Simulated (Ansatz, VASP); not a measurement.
Two plane-wave programs on KTaO3

The input INCAR:

```
SYSTEM = KTaO3
PREC     = Accurate       ! precision mode
ENCUT    = 520            ! plane-wave cutoff, eV
EDIFF    = 1E-6           ! SCF threshold, eV
ISMEAR   = 0              ! smearing method
SIGMA    = 0.05           ! smearing width, eV
LREAL    = .FALSE.        ! projectors in reciprocal space
LASPH    = .TRUE.         ! aspherical terms in the spheres
NELM     = 60             ! most SCF steps
ALGO     = Normal         ! electronic algorithm
ISIF     = 2              ! what is computed and relaxed
LWAVE    = .FALSE.        ! write WAVECAR
LCHARG   = .FALSE.        ! write CHGCAR
GGA      = PE             ! functional
NBANDS   = 27             ! bands
```

Contents of KPOINTS:

```
regular mesh
0
G
  8 8 8
  0 0 0
```

POSCAR

```
KTaO3
1.0
    3.9967726533      0.0000000000      0.0000000000
    0.0000000000      3.9967726533      0.0000000000
    0.0000000000      0.0000000000      4.2449722351
K Ta O
1 1 3
Direct
    0.5000000000      0.5000000000      0.5000000000
    0.0000000000      0.0000000000      0.0000000000
    0.5000000000      0.0000000000      0.0000000000
    0.0000000000      0.5000000000      0.0000000000
    0.0000000000      0.0000000000      0.5000000000
```

Input for Ansatz:

```yaml
crystal:
  lattice:
    - [3.9967726533, 0.0, 0.0]
    - [0.0, 3.9967726533, 0.0]
    - [0.0, 0.0, 4.2449722351]
  atoms:
    - { symbol: K, position: [0.5, 0.5, 0.5] }
    - { symbol: Ta, position: [0.0, 0.0, 0.0] }
    - { symbol: O, position: [0.5, 0.0, 0.0] }
    - { symbol: O, position: [0.0, 0.5, 0.0] }
    - { symbol: O, position: [0.0, 0.0, 0.5] }
basis:
  ecutwfc: 520.0
kpoints:
  mp_grid: { grid: [8, 8, 8] }
hamiltonian:
  xc: pbe
scf:
  occupations: { method: gaussian, width: 0.05 }
output:
  forces: true
  stress: true
  eigenvalues: true
```

Alike in both runs: task single point; functional PBE; k mesh 8 × 8 × 8; occupations gaussian, width 0.05 eV; no spin polarisation.

|  | VASP | Ansatz |
| --- | --- | --- |
| version | VASP 6.6.1 | Ansatz 0.2.0 |
| potentials or method | VASP PAW PBE potentials, release 64 (K_sv, Ta_pv, O), cutoff 520 eV | scalar-relativistic, plane waves, PAW |
| valence electrons in the cell | 38 | 40 |

VASP gave:

```
gap on the k mesh at the Fermi level (eV)                     : 1.95
least direct gap on the mesh (eV)                             : 2.50
pressure (GPa)                                                : -5.2
traceless stress, the component that is largest in VASP (GPa) : -10.77
```

What did Ansatz give for the same quantities?

gap on the k mesh at the Fermi level (eV): 1.99; least direct gap on the mesh (eV): 2.53; pressure (GPa): -5.7; traceless stress, the component that is largest in VASP (GPa): -10.61.

VASP's potentials hold 38 valence electrons a cell and Ansatz's 40, so a difference there can come from the potentials and not from the codes.

Neither program's run includes spin-orbit coupling.
